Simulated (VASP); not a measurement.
Here is a VASP 6.6.1 calculation.

The input INCAR:

```
SYSTEM = Mg8HO8
PREC = Accurate
ENCUT = 520
EDIFF = 1E-6
ISMEAR = 0
SIGMA = 0.02
LREAL = Auto
LASPH = .True.
NELM = 100
ALGO = Normal
ISIF = 2
LWAVE = .False.
LCHARG = .False.
GGA = PS
NELECT = 64.0
NBANDS = 46
```

KPOINTS

```
regular mesh
0
Gamma
  2 2 2
  0 0 0
```

The input POSCAR:

```
Mg8HO8
1.0
   -4.2140464022      0.0000000000      4.2140464022
   -4.2140464022     -4.2140464022      0.0000000000
    0.0000000000     -4.2140464022      4.2140464022
Mg O H
8 8 1
Direct
   -0.0169574545      0.4830427351      0.5249326393
   -0.0078970417      0.0030321213      0.5030346839
    0.0014382851      0.5014315929      0.0014295049
   -0.0169492676      0.0249278223     -0.0169528271
    0.5030298192      0.4921101483      0.5030350399
    0.4995483673     -0.0004482627      0.4995505030
    0.5249567254      0.4830438030     -0.0169601834
    0.5030320736      0.0030352063     -0.0078884988
    0.2489496792      0.7489524791      0.2489442213
    0.2499989083      0.2541324650      0.2500000948
    0.2500011626      0.7500013522      0.7541251796
    0.2468565603      0.2505413798      0.7505384844
    0.7541200776      0.7499988606      0.2499998575
    0.7505433491      0.2505381762      0.2468516957
    0.7505440610      0.7468530718      0.7505359928
    0.7464046904      0.2464026024      0.7464073007
    0.1812436141      0.6811946823      0.1812144260
```

Potentials or basis: VASP PAW PBE potentials, release 64 (Mg, O, H).

Launch:

```sh
$ cat potpaw_PBE.64/Mg/POTCAR potpaw_PBE.64/O/POTCAR potpaw_PBE.64/H/POTCAR > POTCAR
$ mpirun -np 1 vasp_std > vasp.out
```

What does it give for the largest force?

0.156 eV/Å.

Forces on the atoms (eV/Å):
```
Mg   0.023 -0.004  0.004
Mg   0.002 -0.013 -0.002
Mg   0.004  0.004 -0.004
Mg  -0.004 -0.004 -0.023
Mg   0.002  0.002  0.013
Mg  -0.006 -0.006  0.006
Mg  -0.003  0.023  0.004
Mg  -0.013  0.002 -0.002
O   -0.090 -0.090  0.090
O   -0.004 -0.004 -0.002
O    0.002 -0.004  0.004
O   -0.001  0.000  0.001
O   -0.004  0.002  0.004
O    0.000 -0.001  0.001
O   -0.001 -0.001  0.000
O    0.003  0.004 -0.003
H    0.090  0.090 -0.090
```

Caveat: the k points lie up to 0.65 Å⁻¹ apart; the cell carries a net charge on a neutralising background, which shifts energy and pressure; the PAW data sets were made with another functional, which shifts forces and pressure a little.
